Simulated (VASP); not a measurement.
# Os (P6_3/mmc) in VASP: notebook, part 2 of 2

VASP 6.6.1. The steps go on from the part before.

## 3. Electric field gradients, PBEsol (zz strain of +2 %)

File INCAR:

```
SYSTEM = Os
ALGO = Normal
EDIFF = 1E-8
ENCUT = 520
GGA = PS
ISIF = 2
ISMEAR = -1
LASPH = .TRUE.
LCHARG = .FALSE.
LEFG = .TRUE.
LREAL = .FALSE.
LWAVE = .FALSE.
NBANDS = 15
NELM = 80
PREC = Accurate
SIGMA = 0.08
```

File KPOINTS:

```
k-points
0
G
  17 17 10
  0 0 0
```

File POSCAR:

```
Os
1.0
    2.7340999755      0.0000000000      0.0000000000
   -1.3670499878      2.3678000353      0.0000000000
    0.0000000000      0.0000000000      4.4060940000
Os
2
Direct
    0.3333333333      0.6666666667      0.2500000000
    0.6666666667      0.3333333333      0.7500000000
```

Potentials or basis: VASP PAW PBE potentials, release 64 (Os).

Command:

```sh
> cat potpaw_PBE.64/Os/POTCAR > POTCAR
> mpirun -np 1 vasp_std > vasp.out
```

OUTCAR:

```text
SYSTEM = Os
   EDIFF = 1E-8
   ENCUT = 520
   GGA = PS
   ISIF = 2
   ISMEAR = -1
   LASPH = .TRUE.
   LREAL = .FALSE.
   NELM = 80
   PREC = Accurate

 ion  position               nearest neighbor table
   1  0.333  0.667  0.250-   2 2.71   2 2.71   2 2.71   2 2.71   2 2.71   2 2.71
   2  0.667  0.333  0.750-   1 2.71   1 2.71   1 2.71   1 2.71   1 2.71   1 2.71

  LATTYP: Found a hexagonal cell.
 ALAT       =     2.7340999755
 C/A-ratio  =     1.6115336087

  Lattice vectors:

 A1 = (   2.7340999755,   0.0000000000,   0.0000000000)
 A2 = (  -1.3670499878,   2.3678000353,   0.0000000000)
 A3 = (   0.0000000000,   0.0000000000,   4.4060940000)

Analysis of symmetry for initial positions (statically):
=====================================================================
 Subroutine PRICEL returns:
 Original cell was already a primitive cell.

 Routine SETGRP: Setting up the symmetry group for a
 hexagonal supercell.

 Subroutine GETGRP returns: Found 24 space group operations
 (whereof 12 operations were pure point group operations)
 out of a pool of 24 trial point group operations.

The static configuration has the point symmetry D_3d.
 The point group associated with its full space group is D_6h.

Analysis of symmetry for dynamics (positions and initial velocities):
=====================================================================
 Subroutine PRICEL returns:
 Original cell was already a primitive cell.

 Routine SETGRP: Setting up the symmetry group for a
 hexagonal supercell.

 Subroutine GETGRP returns: Found 24 space group operations
 (whereof 12 operations were pure point group operations)
 out of a pool of 24 trial point group operations.

[... 168 lines left out ...]
     12      10.6640      0.00000
     13      17.5685      0.00000
     14      23.1605      0.00000
[... 401 lines left out ...]
      2       3.4306      2.00000
      3       3.9614      2.00000
      4       3.9797      2.00000
      5       5.7253      2.00000
      6       6.0279      2.00000
      7       7.1522      2.00000
      8       8.0065      1.99999
      9       9.3676      0.02840
     10      10.2383      0.00000
     11      11.1175      0.00000
     12      17.0785      0.00000
     13      17.8864      0.00000
     14      21.7957      0.00000
     15      22.3133      0.00000

 [... further k-points ...]
[... 5 lines left out ...]
  --------------------------------------------------------------------------------------
  -------------------------------------------------------------------------------------
  Total       -1.1553466     -1.1553466     -3.3553217      0.0000000     -0.0000000     -0.0000000
  in kB      -64.8947720    -64.8947720   -188.4653738      0.0000000     -0.0000000     -0.0000000
  external PRESSURE =    -106.0849726 kB  Pullay stress =       0.0000000 kB

 VOLUME and BASIS-vectors are now :
 -----------------------------------------------------------------------------
  energy-cutoff  :      520.00
  volume of cell :       28.52
      direct lattice vectors                 reciprocal lattice vectors
     2.734099975  0.000000000  0.000000000     0.365751073  0.211166481  0.000000000
    -1.367049988  2.367800035  0.000000000     0.000000000  0.422332961  0.000000000
     0.000000000  0.000000000  4.406094000     0.000000000  0.000000000  0.226958390

 POSITION                                       TOTAL-FORCE (eV/Angst)
 -----------------------------------------------------------------------------------
     -0.00000      1.57853      1.10152         0.000000      0.000000      0.000000
      1.36705      0.78927      3.30457        -0.000000     -0.000000      0.000000
 -----------------------------------------------------------------------------------
    total drift:                               -0.000000      0.000000     -0.000000

  FREE ENERGIE OF THE ION-ELECTRON SYSTEM (eV)
  ---------------------------------------------------
  free  energy   TOTEN  =       -24.4579284628 eV

  energy  without entropy=      -24.4302955227  energy(sigma->0) =      -24.44411199

 Electric field gradients (V/A^2)
---------------------------------------------------------------------
 ion       V_xx      V_yy      V_zz      V_xy      V_xz      V_yz
---------------------------------------------------------------------
   1      17.310    17.310   -34.621    -0.000     0.000    -0.000
   2      17.310    17.310   -34.621    -0.000    -0.000     0.000
---------------------------------------------------------------------

 Electric field gradients after diagonalization (V/A^2)
 (convention: |V_zz| > |V_xx| > |V_yy|)
----------------------------------------------------------------------
 ion       V_xx      V_yy      V_zz     asymmetry (V_yy - V_xx)/ V_zz
----------------------------------------------------------------------
   1      17.310    17.310   -34.621       0.000
   2      17.310    17.310   -34.621       0.000
----------------------------------------------------------------------

           NMR quadrupolar parameters

 Cq : quadrupolar parameter    Cq=e*Q*V_zz/h
 eta: asymmetry parameters     (V_yy - V_xx)/ V_zz
 Q  : nuclear electric quadrupole moment in mb (millibarn)
----------------------------------------------------------------------
 ion       Cq(MHz)       eta       Q (mb)
----------------------------------------------------------------------
   1      -0.084       0.000       1.000
   2      -0.084       0.000       1.000
----------------------------------------------------------------------
```

OSZICAR:

```text
N       E                     dE             d eps       ncg     rms          rms(c)
DAV:   1     0.997328632899E+02    0.99733E+02   -0.74187E+03  5940   0.102E+03
DAV:   2    -0.212805408275E+02   -0.12101E+03   -0.10574E+03  6073   0.326E+02
DAV:   3    -0.260108191470E+02   -0.47303E+01   -0.45459E+01  7949   0.564E+01
DAV:   4    -0.260464509182E+02   -0.35632E-01   -0.35588E-01  6549   0.505E+00
DAV:   5    -0.260466494204E+02   -0.19850E-03   -0.19849E-03  7999   0.352E-01    0.232E+01
DAV:   6    -0.248056390625E+02    0.12410E+01   -0.11109E+00  7487   0.894E+00    0.101E+01
DAV:   7    -0.244674446006E+02    0.33819E+00   -0.67989E-01  7711   0.690E+00    0.524E-01
DAV:   8    -0.244609471090E+02    0.64975E-02   -0.66259E-03  6052   0.612E-01    0.319E-01
DAV:   9    -0.244579292310E+02    0.30179E-02   -0.15161E-03  7424   0.405E-01    0.545E-02
DAV:  10    -0.244579524445E+02   -0.23213E-04   -0.62887E-05  7634   0.703E-02    0.125E-02
DAV:  11    -0.244579290946E+02    0.23350E-04   -0.52177E-06  6808   0.239E-02    0.131E-03
DAV:  12    -0.244579286599E+02    0.43475E-06   -0.10746E-07  7739   0.308E-03    0.855E-04
DAV:  13    -0.244579285031E+02    0.15678E-06   -0.24535E-09  5035   0.404E-04    0.228E-04
DAV:  14    -0.244579284758E+02    0.27320E-07   -0.43955E-10  3964   0.162E-04    0.865E-05
DAV:  15    -0.244579284655E+02    0.10277E-07   -0.91130E-11  3621   0.114E-04    0.765E-05
DAV:  16    -0.244579284628E+02    0.26791E-08   -0.11318E-11  3355   0.357E-05
   1 F= -.24457928E+02 E0= -.24444112E+02  d E =-.276329E-01
```

stdout:

```text
POSCAR found type information on POSCAR Os
 POSCAR found :  1 types and       2 ions
 scaLAPACK will be used
 -----------------------------------------------------------------------------
|                                                                             |
|                                                                             |
|     You enforced a specific xc type in the INCAR file but a different       |
|     I HOPE YOU KNOW WHAT YOU ARE DOING!                                     |
|                                                                             |
 -----------------------------------------------------------------------------

 LDA part: xc-table for (Slater+PW92), standard interpolation
 POSCAR, INCAR and KPOINTS ok, starting setup
 FFT: planning ... GRIDC
 FFT: planning ... GRID_SOFT
 FFT: planning ... GRID
 WAVECAR not read
 entering main loop
ion   1

ion   2
```

Wall time 68 s (1 thread of Intel Xeon Platinum 8375C at 2.90GHz (Ice Lake), shared host); peak memory 0.2 GiB.

What came out:

```yaml
Free_energy: -24.4579 eV
Pressure: -10.6 GPa
Band_gap_on_the_k_mesh: zero (band 8 reaches 11.14 eV, above the bottom of band 9 at 7.26 eV)
```

Stress tensor (GPa, compression positive):
```
 -6.49   0.00   0.00
  0.00  -6.49   0.00
  0.00   0.00 -18.85
```

Electric field gradients, principal values (V/Å²):
| atom | least | middle | greatest (by size) |
| --- | --- | --- | --- |
| 1 Os | 17.310 | 17.310 | -34.621 |
| 2 Os | 17.310 | 17.310 | -34.621 |

Caveat: the cell differs from its parent crystal (zz strain of +2 %); without QUAD_EFG the Cq values of the log hold for a quadrupole moment of 1 mb, not for the nuclei; the PAW data sets were made with another functional, which shifts forces and pressure a little; spin-orbit coupling is left out, which moves the levels of the heavy elements.

## 4. Electric field gradients, PBEsol (volume scaled by 1.02)

File INCAR:

```
SYSTEM = Os
  PREC = Accurate
  ENCUT = 520
  EDIFF = 1E-8
  ISMEAR = -1
  SIGMA = 0.08
  LREAL = .False.
  LASPH = .True.
  NELM = 100
  ALGO = Normal
  ISIF = 2
  LWAVE = .False.
  LCHARG = .False.
  GGA = PS
  LEFG = .True.
  NBANDS = 15
```

File KPOINTS:

```
regular mesh
0
Gamma
  17 17 10
  0 0 0
```

File POSCAR:

```
Os
1.0
    2.7522071256      0.0000000000      0.0000000000
   -1.3761035628      2.3834812872      0.0000000000
    0.0000000000      0.0000000000      4.3483081185
Os
2
Direct
    0.3333333333      0.6666666667      0.2500000000
    0.6666666667      0.3333333333      0.7500000000
```

Potentials or basis: VASP PAW PBE potentials, release 64 (Os).

Command:

```sh
> cat potpaw_PBE.64/Os/POTCAR > POTCAR
> mpirun -np 1 vasp_std > vasp.out
```

OUTCAR:

```text
SYSTEM = Os
   PREC = Accurate
   ENCUT = 520
   EDIFF = 1E-8
   ISMEAR = -1
   LREAL = .False.
   LASPH = .True.
   NELM = 100
   ISIF = 2
   GGA = PS

 ion  position               nearest neighbor table
   1  0.333  0.667  0.250-   2 2.69   2 2.69   2 2.69   2 2.69   2 2.69   2 2.69
   2  0.667  0.333  0.750-   1 2.69   1 2.69   1 2.69   1 2.69   1 2.69   1 2.69

  LATTYP: Found a hexagonal cell.
 ALAT       =     2.7522071256
 C/A-ratio  =     1.5799349104

  Lattice vectors:

 A1 = (   2.7522071256,   0.0000000000,   0.0000000000)
 A2 = (  -1.3761035628,   2.3834812872,   0.0000000000)
[... 646 lines left out ...]
  free  energy   TOTEN  =       -24.4738704500 eV

  energy  without entropy=      -24.4461552447  energy(sigma->0) =      -24.46001285

 Electric field gradients (V/A^2)
---------------------------------------------------------------------
 ion       V_xx      V_yy      V_zz      V_xy      V_xz      V_yz
---------------------------------------------------------------------
   1      38.790    38.790   -77.580    -0.000     0.000     0.000
   2      38.790    38.790   -77.580    -0.000     0.000     0.000
---------------------------------------------------------------------

 Electric field gradients after diagonalization (V/A^2)
 (convention: |V_zz| > |V_xx| > |V_yy|)
----------------------------------------------------------------------
 ion       V_xx      V_yy      V_zz     asymmetry (V_yy - V_xx)/ V_zz
----------------------------------------------------------------------
   1      38.790    38.790   -77.580       0.000
   2      38.790    38.790   -77.580       0.000
----------------------------------------------------------------------

           NMR quadrupolar parameters

 Cq : quadrupolar parameter    Cq=e*Q*V_zz/h
 eta: asymmetry parameters     (V_yy - V_xx)/ V_zz
 Q  : nuclear electric quadrupole moment in mb (millibarn)
----------------------------------------------------------------------
 ion       Cq(MHz)       eta       Q (mb)
----------------------------------------------------------------------
   1      -0.188       0.000       1.000
   2      -0.188       0.000       1.000
----------------------------------------------------------------------
```

stdout:

```text
POSCAR found type information on POSCAR Os
 POSCAR found :  1 types and       2 ions
 scaLAPACK will be used
 -----------------------------------------------------------------------------
|                                                                             |
|                                                                             |
|     You enforced a specific xc type in the INCAR file but a different       |
|     I HOPE YOU KNOW WHAT YOU ARE DOING!                                     |
|                                                                             |
 -----------------------------------------------------------------------------

 LDA part: xc-table for (Slater+PW92), standard interpolation
 POSCAR, INCAR and KPOINTS ok, starting setup
 FFT: planning ... GRIDC
 FFT: planning ... GRID_SOFT
 FFT: planning ... GRID
 WAVECAR not read
 entering main loop
ion   1

ion   2
```

Run time: 66 s. Hardware: 1 thread of Intel Xeon Platinum 8375C at 2.90GHz (Ice Lake), shared host; peak memory 0.19 GiB.

What came out:

```yaml
Free_energy: -24.4739 eV
Pressure: -10.5 GPa
Band_gap_on_the_k_mesh: zero (band 8 reaches 11.01 eV, above the bottom of band 9 at 7.20 eV)
```

Electric field gradients, principal values (V/Å²):
| atom | least | middle | greatest (by size) |
| --- | --- | --- | --- |
| 1 Os | 38.790 | 38.790 | -77.580 |
| 2 Os | 38.790 | 38.790 | -77.580 |

Caveat: without QUAD_EFG the Cq values of the log hold for a quadrupole moment of 1 mb, not for the nuclei; the PAW data sets were made with another functional, which shifts forces and pressure a little; spin-orbit coupling is left out, which moves the levels of the heavy elements.

## 5. The runs side by side

```csv
cell,gap on the mesh (eV),pressure (GPa)
"a = 2.743, b = 2.743, c = 4.334 Å, angles 90.0, 90.0, 120.0°, 2 atoms",none,-6.5
"a = 2.734, b = 2.734, c = 4.406 Å, angles 90.0, 90.0, 120.0°, 2 atoms",none,-10.6
"a = 2.752, b = 2.752, c = 4.348 Å, angles 90.0, 90.0, 120.0°, 2 atoms",none,-10.5
```

Alike in all rows: task electric field gradients; level PBEsol; potentials or basis VASP PAW PBE potentials, release 64 (Os); no spin polarisation; k mesh 17 × 17 × 10; cutoff (eV) 520; smearing fermi-dirac 0.08 eV.

Caveats: the PAW data sets were made with another functional, which shifts forces and pressure a little; spin-orbit coupling is left out, which moves the levels of the heavy elements.

Absolute energies hang on the potentials; compare differences alone.
